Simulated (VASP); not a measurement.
# BaAl7P7 (a cell with a defect) in VASP: a series of runs

BaAl7P7 (a cell with a defect) is run at these levels: PBEsol; tasks: single point.

Program: VASP 6.6.1. These are calculated values, not measurements. Logs are shortened: lines on timing, memory, paths and dates and some standing lists are left out, and cuts for length are marked.

## (1) The cell of the first run

The cell holds a defect, 15 atoms: a = 10.940 Å, b = 5.470 Å, c = 5.470 Å, α = 90.00°, β = 90.00°, γ = 90.00°.

## (2) Single point, PBEsol, collinear spin

INCAR reads:

```
PREC = Accurate
ENCUT = 520
EDIFF = 1E-7
ISMEAR = -1
SIGMA = 0.05
LREAL = Auto
LASPH = T
NELM = 150
ALGO = Normal
ISIF = 2
LWAVE = F
LCHARG = T
ISPIN = 2
MAGMOM = 0 0.31 0 0.31 0 0.31 0 0 0.31 0 0.31 0 0 0.31 0.31
LORBIT = 11
GGA = PS
LELF = T
LVHAR = T
NBANDS = 50
```

KPOINTS reads:

```
Automatic mesh
0
Gamma
  2 2 2
  0.5 0.5 0.5
```

POSCAR reads:

```
BaAl7P7
1.0
   10.9400000000      0.0000000000      0.0000000000
    0.0000000000      5.4700000000      0.0000000000
    0.0000000000      0.0000000000      5.4700000000
Al P Ba
7 7 1
Direct
    0.9992490000      0.0009760000      0.9998130000
    0.4973890000      0.9897620000      0.0028430000
    0.2484320000      0.5052310000      0.9960420000
    0.7436620000      0.5015890000      0.0106610000
    0.2500930000      0.9938470000      0.4966200000
    0.7482340000      0.0173620000      0.5091970000
    0.9943970000      0.5032270000      0.4906990000
    0.1254460000      0.2589160000      0.2403090000
    0.3796020000      0.7575030000      0.2453570000
    0.8743610000      0.7411300000      0.2467620000
    0.3742050000      0.2553630000      0.7460380000
    0.8694280000      0.2526900000      0.7422020000
    0.1246090000      0.7397190000      0.7420020000
    0.6237080000      0.7492670000      0.7472450000
    0.4988360000      0.4926790000      0.4977020000
```

Potentials or basis: VASP PAW PBE potentials, release 64 (Al, P, Ba_sv).

The run is started by

```bash
cat potpaw_PBE.64/Al/POTCAR potpaw_PBE.64/P/POTCAR potpaw_PBE.64/Ba_sv/POTCAR > POTCAR
mpirun -np 1 vasp_std > vasp.out
```

OUTCAR:

```text
PREC = Accurate
   ENCUT = 520
   EDIFF = 1E-7
   ISMEAR = -1
   LREAL = Auto
   LASPH = T
   NELM = 150
   ISIF = 2
   ISPIN = 2
   LORBIT = 11
   GGA = PS

 ion  position               nearest neighbor table
   1  0.999  0.001  1.000-   8 2.37  10 2.39  12 2.43  13 2.43
   2  0.497  0.990  0.003-   9 2.24  14 2.37  11 2.43  15 3.84  15 3.86  15 3.88  15 3.90
   3  0.248  0.505  0.996-   8 2.33  13 2.33  11 2.37   9 2.41  15 3.87  15 3.88
   4  0.744  0.502  0.011-  10 2.33  14 2.37  12 2.43  15 3.78  15 3.88
   5  0.250  0.994  0.497-   9 2.36  13 2.37  11 2.40   8 2.43  15 3.85  15 3.86
   6  0.748  0.017  0.509-  12 2.24  14 2.39  10 2.50  15 3.77  15 3.96
   7  0.994  0.503  0.491-  10 2.28  13 2.36  12 2.37   8 2.39
   8  0.125  0.259  0.240-   3 2.33   1 2.37   7 2.39   5 2.43
   9  0.380  0.758  0.245-   2 2.24   5 2.36  15 2.39   3 2.41
  10  0.874  0.741  0.247-   7 2.28   4 2.33   1 2.39   6 2.50
  11  0.374  0.255  0.746-  15 2.32   3 2.37   5 2.40   2 2.43
  12  0.869  0.253  0.742-   6 2.24   7 2.37   1 2.43   4 2.43
  13  0.125  0.740  0.742-   3 2.33   7 2.36   5 2.37   1 2.43
  14  0.624  0.749  0.747-   2 2.37   4 2.37  15 2.39   6 2.39
  15  0.499  0.493  0.498-  11 2.32  14 2.39   9 2.39   6 3.77   4 3.78   2 3.84   5 3.85   2 3.86
                             5 3.86   3 3.87   2 3.88   3 3.88   4 3.88   2 3.90   6 3.96

  LATTYP: Found a simple tetragonal cell.
 ALAT       =     5.4700000000
 C/A-ratio  =     2.0000000000

  Lattice vectors:

 A1 = (   0.0000000000,   5.4700000000,   0.0000000000)
 A2 = (   0.0000000000,   0.0000000000,   5.4700000000)
 A3 = (  10.9400000000,   0.0000000000,   0.0000000000)

Analysis of symmetry for initial positions (statically):
=====================================================================
 Subroutine PRICEL returns:
 Original cell was already a primitive cell.

 Routine SETGRP: Setting up the symmetry group for a
 simple tetragonal supercell.

 Subroutine GETGRP returns: Found  1 space group operations
 (whereof  1 operations were pure point group operations)
 out of a pool of 16 trial point group operations.

The static configuration has the point symmetry C_1 .

Analysis of symmetry for dynamics (positions and initial velocities):
=====================================================================
 Subroutine PRICEL returns:
 Original cell was already a primitive cell.

 Routine SETGRP: Setting up the symmetry group for a
 simple tetragonal supercell.

 Subroutine GETGRP returns: Found  1 space group operations
 (whereof  1 operations were pure point group operations)
 out of a pool of 16 trial point group operations.

The dynamic configuration has the point symmetry C_1 .

Analysis of structural, dynamic, and magnetic symmetry:
=====================================================================
 Subroutine PRICEL returns:
 Original cell was already a primitive cell.

 Routine SETGRP: Setting up the symmetry group for a
 simple tetragonal supercell.

 Subroutine GETGRP returns: Found  1 space group operations
 (whereof  1 operations were pure point group operations)
 out of a pool of 16 trial point group operations.

The overall configuration has the point symmetry C_1 .

 Subroutine INISYM returns: Found  1 space group operations
 (whereof  1 operations are pure point group operations),
 and found     1 'primitive' translations

----------------------------------------------------------------------------------------

                                     Primitive cell

  volume of cell :     327.3346

  direct lattice vectors                    reciprocal lattice vectors
    10.940000000  0.000000000  0.000000000     0.091407678  0.000000000  0.000000000
     0.000000000  5.470000000  0.000000000     0.000000000  0.182815356  0.000000000
     0.000000000  0.000000000  5.470000000     0.000000000  0.000000000  0.182815356

  length of vectors
    10.940000000  5.470000000  5.470000000     0.091407678  0.182815356  0.182815356

  position of ions in fractional coordinates (direct lattice)
     0.999249000  0.000976000  0.999813000
     0.497389000  0.989762000  0.002843000
     0.248432000  0.505231000  0.996042000
     0.743662000  0.501589000  0.010661000
     0.250093000  0.993847000  0.496620000
     0.748234000  0.017362000  0.509197000
     0.994397000  0.503227000  0.490699000
     0.125446000  0.258916000  0.240309000
     0.379602000  0.757503000  0.245357000
     0.874361000  0.741130000  0.246762000
     0.374205000  0.255363000  0.746038000
     0.869428000  0.252690000  0.742202000
     0.124609000  0.739719000  0.742002000
     0.623708000  0.749267000  0.747245000
     0.498836000  0.492679000  0.497702000

  ion indices of the primitive-cell ions
   primitive index   ion index
                 1           1
                 2           2
                 3           3
                 4           4
                 5           5
[... 49 lines left out ...]
   NGX,Y,Z   is equivalent  to a cutoff of  12.76, 12.76, 12.76 a.u.
   NGXF,Y,Z  is equivalent  to a cutoff of  25.53, 25.53, 25.53 a.u.
 SYSTEM =  unknown system
   PREC   = accura    normal or accurate (medium, high low for compatibility)
   ISTART =      0    job   : 0-new  1-cont  2-samecut
   ICHARG =      2    charge: 1-file 2-atom 10-const
   ISPIN  =      2    spin polarized calculation?
   LNONCOLLINEAR =      F non collinear calculations
   LSORBIT =      F    spin-orbit coupling
   LASPH  =      T    aspherical Exc in radial PAW
   ENCUT  =  520.0 eV  38.22 Ry    6.18 a.u.  20.34 10.17 10.17*2*pi/ulx,y,z
   NELM   =    150;   NELMIN=  2; NELMDL= -5     # of ELM steps
   EDIFF  = 0.1E-06   stopping-criterion for ELM
   LREAL  =      T    real-space projection
   EDIFFG = 0.1E-05   stopping-criterion for IOM
   NSW    =      0    number of steps for IOM
   IBRION =     -1    ionic relax: 0-MD 1-quasi-New 2-CG
   NFREE  =      0    steps in history (QN), initial steepest desc. (CG)
   ISIF   =      2    stress and relaxation
   ISYM   =      2    0-nonsym 1-usesym 2-fastsym
   POTIM  = 0.5000    time-step for ionic-motion
   TEBEG  =    0.0;   TEEND  =   0.0 temperature during run
   PSTRESS=    0.0 pullay stress
   NELECT =      66.0000    total number of electrons
   NUPDOWN=      -1.0000    fix difference up-down
   EMIN   =  10.00;   EMAX   =-10.00  energy-range for DOS
   EFERMI =   0.00;   METHOD = LEGACY
   ISMEAR =    -1;   SIGMA  =   0.05  broadening in eV -4-tet -1-fermi 0-gaus
   EFERMI_NEDOS =   21; number of points for ismear=-14 and -15
   IALGO  =     38    algorithm
   IMIX   =      4    mixing-type and parameters
     AMIX     =   0.40;   BMIX     =  1.00
     AMIX_MAG =   1.60;   BMIX_MAG =  1.00
  volume/ion in A,a.u.               =      21.82       147.26
  Fermi-wavevector in a.u.,A,eV,Ry     =   0.959973  1.814085 12.538412  0.921547
  Thomas-Fermi vector in A             =   2.089216
   LORBIT       =     11    0 simple, 1 ext, 2 COOP (PROOUT), +10 PAW based schemes
   GGA     = PS    functional components
   LHFCALC =     F    Hartree Fock is set to
   AEXX    =    0.0000 exact exchange contribution
   IVDW    =     0    specifies the selected vdW correction
   LEPSILON=     F    determine dielectric tensor
   LRPA    =     F    only Hartree local field effects (RPA)
 spin polarized calculation
  energy-cutoff  :      520.00
  volume of cell :      327.33
 maximum number of plane-waves:      8806
 NGX is ok and might be reduce to    84
   NGX = 41   NGY = 21   NGZ = 21

 number of electron      66.0000001 magnetization       0.0006850

 number of electron      66.0000001 magnetization      -0.0000385

 Free energy of the ion-electron system (eV)
  ---------------------------------------------------
  ext. energy  EPLUGINS =         0.00000000
  ---------------------------------------------------
  free energy    TOTEN  =       -70.96353023 eV

  energy without entropy =      -70.95689377  energy(sigma->0) =      -70.96021200

 E-fermi :   4.9728     XC(G=0):  -9.2793

 val. band max:        4.7575254674   @ k =   0.2500  -0.2500   0.2500
 cond. band min:       5.1850075790   @ k =   0.2500   0.2500  -0.2500
 fundamental gap:      0.4274821115
 Fermi energy:         4.9728257700

 spin component 1

 k-point     1 :       0.2500    0.2500    0.2500
  band No.  band energies     occupation
      1     -21.9745      1.00000
      2      -9.1796      1.00000
      3      -8.9695      1.00000
      4      -7.8023      1.00000
      5      -6.6762      1.00000
      6      -5.9638      1.00000
[... 181 lines left out ...]
     44       8.2433      0.00000
     45       8.3719      0.00000
 Fermi energy:         4.9728257700

 spin component 2

 k-point     1 :       0.2500    0.2500    0.2500
  band No.  band energies     occupation
      1     -21.9745      1.00000
      2      -9.1795      1.00000
      3      -8.9695      1.00000
      4      -7.8022      1.00000
      5      -6.6762      1.00000
      6      -5.9638      1.00000
[... 181 lines left out ...]
     44       8.2433      0.00000
     45       8.3719      0.00000
 [bands above 45 left out]

------------------------ aborting loop because EDIFF is reached ----------------------------------------

  FORCE on cell =-STRESS in cart. coord.  units (eV):
  Direction    XX          YY          ZZ          XY          YZ          ZX
  --------------------------------------------------------------------------------------
  -------------------------------------------------------------------------------------
  Total       14.5790216     16.9402079     16.6545133      7.5267319     -6.8522355      3.9063863
  in kB       71.3587093     82.9158093     81.5174437     36.8404608    -33.5390603     19.1202602
  external PRESSURE =      78.5973208 kB  Pullay stress =       0.0000000 kB

 VOLUME and BASIS-vectors are now :
 -----------------------------------------------------------------------------
  energy-cutoff  :      520.00
  volume of cell :      327.33
      direct lattice vectors                 reciprocal lattice vectors
    10.940000000  0.000000000  0.000000000     0.091407678  0.000000000  0.000000000
     0.000000000  5.470000000  0.000000000     0.000000000  0.182815356  0.000000000
     0.000000000  0.000000000  5.470000000     0.000000000  0.000000000  0.182815356

 POSITION                                       TOTAL-FORCE (eV/Angst)
 -----------------------------------------------------------------------------------
     10.93178      0.00534      5.46898         0.112443     -0.182109     -0.445802
      5.44144      5.41400      0.01555         0.625994      0.860890     -0.723649
      2.71785      2.76361      5.44835         0.339316      0.006817     -0.052719
      8.13566      2.74369      0.05832        -0.010617     -0.672966     -0.157375
      2.73602      5.43634      2.71651        -0.269820      0.387752     -0.049972
      8.18568      0.09497      2.78531        -0.331464     -0.921262     -1.235338
     10.87870      2.75265      2.68412         0.564951     -0.455119      0.389241
      1.37238      1.41627      1.31449        -0.250101     -0.389235      0.633593
      4.15285      4.14354      1.34210        -4.394861      3.426732     -3.068073
      9.56551      4.05398      1.34979        -0.613437      1.109970      0.162827
      4.09380      1.39684      4.08083        -4.719515     -4.484486      4.993507
      9.51154      1.38221      4.05984         0.506912      0.630788      0.898742
      1.36322      4.04626      4.05875        -0.455011      0.544033      0.006197
      6.82337      4.09849      4.08743         3.384670      4.207983      3.961575
      5.45727      2.69495      2.72243         5.510540     -4.069788     -5.312753
 -----------------------------------------------------------------------------------
    total drift:                                0.010396     -0.004089      0.009308

  FREE ENERGIE OF THE ION-ELECTRON SYSTEM (eV)
  ---------------------------------------------------
  free  energy   TOTEN  =       -70.9635302333 eV

  energy  without entropy=      -70.9568937717  energy(sigma->0) =      -70.96021200

 total charge

# of ion       s       p       d       tot
------------------------------------------
    1        0.394   0.363   0.000   0.757
    2        0.413   0.346   0.000   0.759
    3        0.393   0.383   0.000   0.776
    4        0.411   0.338   0.000   0.749
    5        0.392   0.368   0.000   0.760
    6        0.414   0.343   0.000   0.756
    7        0.399   0.392   0.000   0.791
    8        1.010   1.562   0.000   2.572
    9        1.048   1.634   0.000   2.682
   10        1.012   1.568   0.000   2.580
   11        1.057   1.610   0.000   2.667
   12        1.013   1.571   0.000   2.584
   13        1.009   1.574   0.000   2.583
   14        1.056   1.587   0.000   2.643
   15        2.110   5.519   1.227   8.856
--------------------------------------------------
tot         12.130  19.157   1.227  32.514

 magnetization (x)

# of ion       s       p       d       tot
------------------------------------------
    1       -0.000  -0.000   0.000  -0.000
    2        0.000   0.000   0.000   0.000
    3        0.000   0.000   0.000   0.000
    4        0.000  -0.000   0.000  -0.000
    5        0.000  -0.000   0.000   0.000
    6        0.000   0.000   0.000   0.000
    7       -0.000  -0.000   0.000  -0.000
    8       -0.000  -0.000   0.000  -0.000
    9       -0.000  -0.000   0.000  -0.000
   10       -0.000  -0.000   0.000  -0.000
   11       -0.000  -0.000   0.000  -0.000
   12       -0.000  -0.000   0.000  -0.000
   13       -0.000  -0.000   0.000  -0.000
   14       -0.000  -0.000   0.000  -0.000
   15        0.000  -0.000   0.000   0.000
--------------------------------------------------
tot         -0.000  -0.000   0.000  -0.000
```

Run time: 6.2 min. Hardware: 1 thread of Intel Xeon 8259CL, shared host; peak memory 0.52 GiB.

Results:

```yaml
Free_energy: -70.9635 eV
Pressure: 7.9 GPa
Largest_force: 8.669 eV/Å
Band_gap_on_the_k_mesh: 0.43 eV
Net_moment: 0.00 μB per cell
Valence_electrons_inside_the_program's_atomic_spheres: Al 0.76, 0.78, 0.75, 0.79 (each value once); P 2.57, 2.68, 2.58, 2.67, 2.64 (each value once); Ba 8.86
```

Forces on the atoms (eV/Å):
```
Al   0.112 -0.182 -0.446
Al   0.626  0.861 -0.724
Al   0.339  0.007 -0.053
Al  -0.011 -0.673 -0.157
Al  -0.270  0.388 -0.050
Al  -0.331 -0.921 -1.235
Al   0.565 -0.455  0.389
P   -0.250 -0.389  0.634
P   -4.395  3.427 -3.068
P   -0.613  1.110  0.163
P   -4.720 -4.484  4.994
P    0.507  0.631  0.899
P   -0.455  0.544  0.006
P    3.385  4.208  3.962
Ba   5.511 -4.070 -5.313
```

Stress tensor (GPa, compression positive):
```
 7.14  3.68  1.91
 3.68  8.29 -3.35
 1.91 -3.35  8.15
```

Levels at points of the mesh, in eV from the valence-band top:
Spin up:
| k point | band 31 | band 32 | band 33 | band 34 | band 35 | band 36 |
| --- | --- | --- | --- | --- | --- | --- |
| (0.25, 0.25, 0.25) | -1.25 | -0.42 | -0.34 | 0.99 | 1.55 | 1.68 |
Spin down:
```
           k point  band 31  band 32  band 33  band 34  band 35  band 36
(0.25, 0.25, 0.25)    -1.25    -0.42    -0.34     0.99     1.55     1.68
```

Caveat: the k points lie up to 0.57 Å⁻¹ apart; the PAW data sets were made with another functional, which shifts forces and pressure a little; spin-orbit coupling is left out, which moves the levels of the heavy elements.

## (3) Single point, PBEsol, collinear spin

INCAR reads:

```
PREC = Accurate ; ENCUT = 520
EDIFF = 1E-7 ; ISMEAR = -1
SIGMA = 0.05 ; LREAL = Auto
LASPH = True ; NELM = 150
ALGO = Normal ; ISIF = 2
LWAVE = False ; LCHARG = False
ISPIN = 2 ; MAGMOM = 0 0.286 0 0.286 0 0.286 0 0 0.286 0 0.286 0 0 0.286 0.286
LORBIT = 11 ; GGA = PS
NBANDS = 50
```

KPOINTS reads:

```
Automatic mesh
0
Gamma
  2 2 2
```

POSCAR is that of step 2.

Potentials or basis: VASP PAW PBE potentials, release 64 (Al, P, Ba_sv).

The run is started by

```bash
cat potpaw_PBE.64/Al/POTCAR potpaw_PBE.64/P/POTCAR potpaw_PBE.64/Ba_sv/POTCAR > POTCAR
mpirun -np 1 vasp_std > vasp.out
```

Run time: 10 min. Hardware: 1 thread of Intel Xeon 8259CL, shared host; peak memory 0.57 GiB.

Results (log left out):

| Property | Result |
| --- | --- |
| Free energy | -70.9710 eV |
| Pressure | 7.7 GPa |
| Largest force | 8.489 eV/Å |
| Band gap on the k mesh | 0.42 eV |
| Net moment | 0.00 μB per cell |
| Valence electrons inside the program's atomic spheres | Al 0.75, 0.76, 0.78, 0.79 (each value once); P 2.58, 2.68, 2.67, 2.64 (each value once); Ba 8.86 |

Forces on the atoms (eV/Å):
```
Al   0.094 -0.182 -0.445
Al   0.592  0.824 -0.794
Al   0.341 -0.025 -0.025
Al  -0.025 -0.653 -0.209
Al  -0.277  0.400 -0.084
Al  -0.328 -0.985 -1.192
Al   0.593 -0.482  0.369
P   -0.264 -0.383  0.643
P   -4.312  3.456 -3.067
P   -0.628  1.133  0.205
P   -4.639 -4.520  5.020
P    0.504  0.674  0.908
P   -0.464  0.571 -0.002
P    3.522  4.204  3.948
Ba   5.291 -4.031 -5.275
```

Stress tensor (GPa, compression positive):
```
 7.38  3.72  1.94
 3.72  8.01 -3.27
 1.94 -3.27  7.84
```

Levels at points of the mesh, in eV from the valence-band top:
Spin up:
```tsv
k point	band 31	band 32	band 33	band 34	band 35	band 36
(0.00, 0.00, 0.00)	-1.13	-0.72	-0.44	0.83	1.01	1.16
(0.50, 0.00, 0.00)	-0.85	-0.57	-0.15	0.42	1.13	1.56
(0.00, 0.50, 0.00)	-0.70	-0.34	-0.02	0.60	1.48	2.13
(0.00, 0.00, 0.50)	-0.68	-0.26	0.00	0.59	1.45	2.13
(0.50, 0.50, 0.00)	-0.60	-0.29	-0.02	0.57	1.20	2.38
(0.50, 0.00, 0.50)	-0.62	-0.22	-0.02	0.55	1.19	2.38
(0.00, 0.50, 0.50)	-1.20	-0.65	-0.19	1.52	1.89	2.08
(0.50, 0.50, 0.50)	-1.11	-0.40	-0.09	0.99	1.80	2.36
```
Spin down:
```
           k point  band 31  band 32  band 33  band 34  band 35  band 36
(0.00, 0.00, 0.00)    -1.13    -0.72    -0.44     0.83     1.01     1.16
(0.50, 0.00, 0.00)    -0.85    -0.57    -0.15     0.42     1.13     1.56
(0.00, 0.50, 0.00)    -0.70    -0.34    -0.02     0.60     1.48     2.13
(0.00, 0.00, 0.50)    -0.68    -0.26     0.00     0.59     1.45     2.13
(0.50, 0.50, 0.00)    -0.60    -0.29    -0.02     0.57     1.20     2.38
(0.50, 0.00, 0.50)    -0.62    -0.22    -0.02     0.55     1.19     2.38
(0.00, 0.50, 0.50)    -1.20    -0.65    -0.19     1.52     1.89     2.08
(0.50, 0.50, 0.50)    -1.11    -0.40    -0.09     0.99     1.80     2.36
```

Caveat: the k points lie up to 0.57 Å⁻¹ apart; the PAW data sets were made with another functional, which shifts forces and pressure a little; spin-orbit coupling is left out, which moves the levels of the heavy elements.
